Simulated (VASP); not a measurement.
Here is a VASP 6.6.1 calculation.

File POSCAR:

```
ZnS
1.0
    0.0000000000      2.5823585774      2.5823585774
    2.5823585774      0.0000000000      2.5823585774
    2.5823585774      2.5823585774      0.0000000000
Zn S
1 1
Direct
    0.2500000000      0.2500000000      0.2500000000
    0.0000000000      0.0000000000      0.0000000000
```

The input INCAR.step1:

```
SYSTEM = ZnS
ALGO = Normal
EDIFF = 1E-4
ENCUT = 520
GGA = PE
ISMEAR = 0
LASPH = .True.
LCHARG = .False.
LREAL = .False.
LWAVE = .True.
NBANDS = 16
NELM = 80
PREC = Accurate
SIGMA = 0.05
```

INCAR.step2

```
SYSTEM = ZnS
ALGO = Normal
EDIFF = 1E-7
ENCUT = 520
ISIF = 2
ISMEAR = 0
ISTART = 1
LASPH = .True.
LCHARG = .False.
LMIXTAU = .True.
LREAL = .False.
LWAVE = .False.
METAGGA = R2SCAN
NBANDS = 16
NELM = 80
PREC = Accurate
SIGMA = 0.05
```

KPOINTS

```
k-points
0
Gamma
  8 8 8
  0 0 0
```

Potentials or basis: VASP PAW PBE potentials, release 64 (Zn, S).

The run is started by

```console
$ cat potpaw_PBE.64/Zn/POTCAR potpaw_PBE.64/S/POTCAR > POTCAR
$ cp INCAR.step1 INCAR
$ mpirun -np 1 vasp_std > vasp.out
$ cp INCAR.step2 INCAR
$ mpirun -np 1 vasp_std > vasp.out
```

**Question.** What does it give for the pressure?

**Answer.** 13.4 GPa.

**Question.** Estimate the band gap on the k mesh.

**Answer.** 3.33 eV.

Caveat: the cell stands under pressure; the PAW data sets were made with another functional, which shifts forces and pressure a little. r2SCAN opens gaps a little over a GGA but as a rule still falls short of measured ones.
